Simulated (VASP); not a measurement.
A run of VASP 6.6.1 is set up as follows.

INCAR

```
PREC     = Accurate       # precision mode
ENCUT    = 520            # plane-wave cutoff, eV
EDIFF    = 1E-8           # SCF threshold, eV
ISMEAR   = 0              # smearing method
SIGMA    = 0.01           # smearing width, eV
LREAL    = F              # projectors in reciprocal space
LASPH    = T              # aspherical terms in the spheres
NELM     = 60             # most SCF steps
ALGO     = Normal         # electronic algorithm
ISIF     = 2              # what is computed and relaxed
LWAVE    = F              # write WAVECAR
LCHARG   = F              # write CHGCAR
METAGGA  = R2SCAN         # meta-GGA
LMIXTAU  = T            
IBRION   = 6              # ionic algorithm
NFREE    = 2            
POTIM    = 0.015          # step
NSW      = 1              # ionic steps
```

The input KPOINTS:

```
Automatic mesh
0
Gamma
  8 8 8
```

POSCAR

```
GaN
1.0
    0.0000000000      2.2489458437      2.2489458437
    2.2489458437      0.0000000000      2.2489458437
    2.2489458437      2.2489458437      0.0000000000
Ga N
1 1
Direct
    0.0000000000      0.0000000000      0.0000000000
    0.2500000000      0.2500000000      0.2500000000
```

Potentials or basis: VASP PAW PBE potentials, release 64 (Ga_d, N).

The run is started by

```bash
$ cat potpaw_PBE.64/Ga_d/POTCAR potpaw_PBE.64/N/POTCAR > POTCAR
$ mpirun -np 1 vasp_std > vasp.out
```

(1) What does it give for the highest phonon frequency at Γ, LO-TO splitting left out?

## Answers

(1) 552 cm⁻¹.

Caveat: the cell wasn't relaxed at this level first, which shifts response properties.
